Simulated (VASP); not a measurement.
Input of a VASP 6.6.1 run:

File INCAR:

```
PREC = Accurate
ENCUT = 520
EDIFF = 1E-6
ISMEAR = 0
SIGMA = 0.01
LREAL = F
LASPH = T
NELM = 60
ALGO = Normal
ISIF = 2
LWAVE = F
LCHARG = F
GGA = PE
NBANDS = 11
```

The input KPOINTS:

```
regular mesh
0
Gamma
  2 2 2
```

POSCAR

```
BeS
1.0
    0.0000000000      2.4351516489      2.4351516489
    2.4351516489      0.0000000000      2.4351516489
    2.4351516489      2.4351516489      0.0000000000
Be S
1 1
Direct
    0.0000000000      0.0000000000      0.0000000000
    0.7500000000      0.7500000000      0.7500000000
```

Potentials or basis: VASP PAW PBE potentials, release 64 (Be, S).

Command:

```bash
$ cat potpaw_PBE.64/Be/POTCAR potpaw_PBE.64/S/POTCAR > POTCAR
$ mpirun -np 1 vasp_std > vasp.out
```

What does it give for the pressure?

11.2 GPa.

What does it give for the band gap on the k mesh?

2.96 eV, indirect (least direct gap 5.47 eV).

Caveat: the k points lie up to 1.12 Å⁻¹ apart. A k mesh can miss the band edges.
